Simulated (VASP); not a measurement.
**NaH: single point with PBE**

Crystal: NaH.

```xyz
2
Lattice="0.0000 2.4879 2.4879 2.4879 0.0000 2.4879 2.4879 2.4879 0.0000" Properties=species:S:1:pos:R:3 pbc="T T T"
Na    0.0000    0.0000    0.0000
H     2.4879    2.4879    2.4879
```

| Property | Result |
| --- | --- |
| Program | VASP 6.6.1 |
| Task | single point |
| Functional | PBE |
| Potentials or basis | VASP PAW PBE potentials, release 64 (Na_pv, H) |
| Cutoff | 520 eV |
| k mesh | 9 × 9 × 9 |
| Occupations | fermi-dirac, width 0.05 eV |
| Spin | no spin polarisation |

| Property | Result |
| --- | --- |
| Pressure | -1.8 GPa |
| Band gap on the k mesh | 3.90 eV, indirect (least direct gap 4.57 eV) |

Levels at points of the mesh, in eV from the valence-band top:
```
           k point  band 1  band 2  band 3  band 4  band 5  band 6  band 7  band 8  band 9
(0.00, 0.00, 0.00)  -22.20  -22.20  -22.20   -3.32    9.73   15.02   15.02   15.02   15.68
```

Run time: 12 s on 1 thread of Intel(R) Xeon(R) Platinum 8259CL CPU @ 2.50GHz (Skylake/Cascade Lake), with other jobs on the host, peak memory 0.15 GiB.

A k mesh can miss the band edges. PBE gaps usually lie below the measured ones, often by a third to a half.
